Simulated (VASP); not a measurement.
**TaN: single point with PBE**

TaN:

```xyz
2
Lattice="0.0000 2.2081 2.2081 2.2081 0.0000 2.2081 2.2081 2.2081 0.0000" Properties=species:S:1:pos:R:3 pbc="T T T"
Ta    2.2151    2.2081    2.2151
N    -0.0903    0.0000   -0.0903
```

This cell differs from its parent crystal: atoms displaced along several vibrational modes.

| Property | Result |
| --- | --- |
| Program | VASP 6.6.1 |
| Task | single point |
| Functional | PBE |
| Potentials or basis | VASP PAW PBE potentials, release 64 (Ta_pv, N) |
| Cutoff | 520 eV |
| k mesh | 18 × 18 × 18 |
| Occupations | gaussian, width 0.15 eV |
| Spin | no spin polarisation |

```yaml
Pressure: 4.0 GPa
Largest_force: 1.105 eV/Å
Band_gap_on_the_k_mesh: zero (bands 8 and 9 overlap by 3.57 eV)
```

Forces on the atoms (eV/Å):
```
Ta  -0.781  0.000 -0.781
N    0.781  0.000  0.781
```

Stress tensor (GPa, compression positive):
```
 5.51  0.00 -1.08
 0.00  1.01  0.00
-1.08  0.00  5.51
```

Levels at points of the mesh, in eV from the Fermi level:
```csv
k point,band 6,band 7,band 8,band 9,band 10,band 11
"(0.00, 0.00, 0.00)",-4.17,-4.07,-2.03,-1.57,-1.52,0.29
"(0.50, 0.00, 0.00)",-7.41,-7.33,1.80,1.80,2.03,3.59
"(0.00, 0.50, 0.00)",-7.49,-7.43,1.84,1.88,2.08,3.84
"(0.50, 0.50, 0.00)",-5.79,-4.62,-4.09,2.22,3.52,3.53
"(0.50, 0.00, 0.50)",-6.05,-4.68,-3.75,2.28,3.53,3.53
```

It took 4.3 min on 1 thread of Intel Xeon 8259CL, with other jobs on the host, peak memory 0.38 GiB.

Caveat: the cell differs from its parent crystal (atoms displaced along several vibrational modes); the cell stands under pressure; spin-orbit coupling is left out, which moves the levels of the heavy elements; forces of over 1 eV/Å act on the atoms, so gaps and moduli don't describe the material at rest.
